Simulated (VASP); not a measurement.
Write the native input for VASP 6.6.1 that does the following.

```
Task                   : single point
Functional             : PBE
Potentials or basis    : VASP PAW PBE potentials, release 64 (Ru_pv, Ir)
Cutoff                 : 500 eV
k mesh                 : 12 × 12 × 1
Occupations            : gaussian, width 0.2 eV
Spin                   : no spin polarisation
Dipole correction      : no
Second try             : not_converged
Further INCAR settings : ALGO = All; EDIFF = 1e-06; NBANDS = 66
```

The structure of Ir3Ru2 lies in POSCAR:

```
Ir3Ru2
1.0
    2.7393230722      0.0000000000      0.0000000000
   -1.3696615361      2.3723233697      0.0000000000
    0.0000000000      0.0000000000     21.8989873914
Ru Ir
4 6
Direct
    0.3333333333      0.6666666667      0.1514401720
    0.3333333333      0.6666666667      0.7529625432
    0.6666666667      0.3333333333      0.2470374568
    0.6666666667      0.3333333333      0.8485598280
    0.3333333333      0.6666666667      0.9480542210
    0.3333333333      0.6666666667      0.3461899901
    0.3333333333      0.6666666667      0.5510074610
    0.6666666667      0.3333333333      0.0519457790
    0.6666666667      0.3333333333      0.4489925390
    0.6666666667      0.3333333333      0.6538100099
```

One way to write it, as run:

INCAR

```
PREC = Accurate
ENCUT = 500
EDIFF = 1E-6
ISMEAR = 0
SIGMA = 0.2
LREAL = F
LASPH = T
NELM = 300
ALGO = All
ISIF = 2
LWAVE = F
LCHARG = T
GGA = PE
LVHAR = T
NBANDS = 66
GGA_COMPAT = F
ISEARCH = 1
KPAR = 4
```

KPOINTS

```
regular mesh
0
Gamma
  12 12 1
```

Potentials or basis: VASP PAW PBE potentials, release 64 (Ru_pv, Ir).

The run is started by

```sh
$ cat potpaw_PBE.64/Ru_pv/POTCAR potpaw_PBE.64/Ir/POTCAR > POTCAR
$ mpirun -np 4 vasp_std > vasp.out
```

Results of the run:

```yaml
Pressure: 0.4 GPa
Largest_force: 0.054 eV/Å
Band_gap_on_the_k_mesh: zero (bands 55 and 56 overlap by 2.63 eV)
```

Caveat: spin-orbit coupling is left out, which moves the levels of the heavy elements.

It took 5.3 min on 4 MPI ranks on Intel(R) Xeon(R) Platinum 8488C (Sapphire Rapids), with other jobs on the host, peak memory 0.45 GiB a rank.
